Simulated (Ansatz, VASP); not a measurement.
# One calculation of SnSe2, two programs

```xyz
3
Lattice="1.8428 3.1918 0.0000 -1.8428 3.1918 0.0000 0.0000 0.0000 5.3896" Properties=species:S:1:pos:R:3 pbc="T T T"
Sn    0.0000    0.0000    0.0000
Se    0.0002    4.2556    1.4956
Se   -0.0002    2.1280    3.8940
```

Alike in both runs: task single point; functional r2SCAN; k mesh 11 × 11 × 6; no spin polarisation.

|  | VASP | Ansatz |
| --- | --- | --- |
| version | VASP 6.6.1 | Ansatz 0.2.0 |
| potentials or method | VASP PAW PBE potentials, release 64 (Sn_d, Se), cutoff 520 eV | PAW plane waves |
| occupations | fermi-dirac, width 0.1 eV | fermi-dirac |
| valence electrons in the cell | 26 | 46 |

Ansatz gave:

| Property | Result |
| --- | --- |
| pressure (GPa) | 17.9 |
| traceless stress, the component that is largest in VASP (GPa) | 1.93 |
| rms of the force components (eV/Å) | 0.406 |

Question: What did VASP give for the same quantities?

Answer: Pressure (GPa): 18.1; traceless stress, the component that is largest in VASP (GPa): 1.91; rms of the force components (eV/Å): 0.418.

VASP's potentials were made for PBE, not for r2SCAN. Atom by atom the forces differ by 0.012 eV/Å (rms over components). VASP's potentials hold 26 valence electrons a cell and Ansatz's 46, so a difference there can come from the potentials and not from the codes. Ansatz's warnings: structure snapped to symmetry.
